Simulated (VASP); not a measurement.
# Na: relaxation of cell and atoms with PBE

Na:

```
Na
1.0
     3.20510    0.00000    0.00000
    -1.60255    2.77570    0.00000
     0.00000    0.00000    2.97526
Na
1
Direct
  0.00000 0.00000 0.00000
```

```json
{"Program": "VASP 6.6.1", "Task": "relaxation of cell and atoms", "Functional": "PBE", "Potentials or basis": "VASP PAW PBE potentials, release 64 (Na_pv)", "Cutoff": "600 eV", "k mesh": "14 × 14 × 13", "Occupations": "fermi-dirac, width 0.1 eV", "Spin": "no spin polarisation", "Target pressure": "5.1 GPa", "Dipole correction": "no", "Further INCAR settings": "ALGO = Normal; EDIFF = 1e-06; IBRION = 2; EDIFFG = -0.005; NSW = 32; ISIF = 3"}
```

* Relaxed volume: 26.45 Å³/atom
* Relaxed cell: a = 3.204 Å, b = 3.204 Å, c = 2.974 Å, α = 90.00°, β = 90.00°, γ = 120.00°
* Space group after relaxing (to 0.05 Å): P6/mmm (No. 191)
* Energy change on relaxing (the enthalpy is what falls): +0.7 meV/atom
* Ionic steps: 3
* Pressure after relaxing: 5.1 GPa

Step by step:
```csv
step,energy change (eV),largest force (eV/Å),pressure (GPa),volume (Å³)
1,0.0000,0.0000,5.03,26.47
2,0.0015,0.0000,5.17,26.42
3,0.0007,0.0000,5.12,26.45
```

Final structure:
```
Na
1.0
     3.20414    0.00000    0.00000
    -1.60207    2.77487    0.00000
     0.00000    0.00000    2.97445
Na
1
Direct
  0.00000 0.00000 0.00000
```

Levels at points of the mesh, in eV from the Fermi level:
```tsv
k point	band 2	band 3	band 4	band 5	band 6	band 7
(0.00, 0.00, 0.00)	-24.89	-24.87	-4.06	10.48	12.59	13.02
(0.50, 0.00, 0.00)	-24.91	-24.86	0.44	1.21	9.57	10.24
```

Wall time 46 s on 1 thread of Intel(R) Xeon(R) Platinum 8259CL CPU @ 2.50GHz (Skylake/Cascade Lake), with other jobs on the host, peak memory 0.16 GiB.

Caveat: the cell is relaxed towards a set pressure, so the enthalpy falls and the energy may rise.
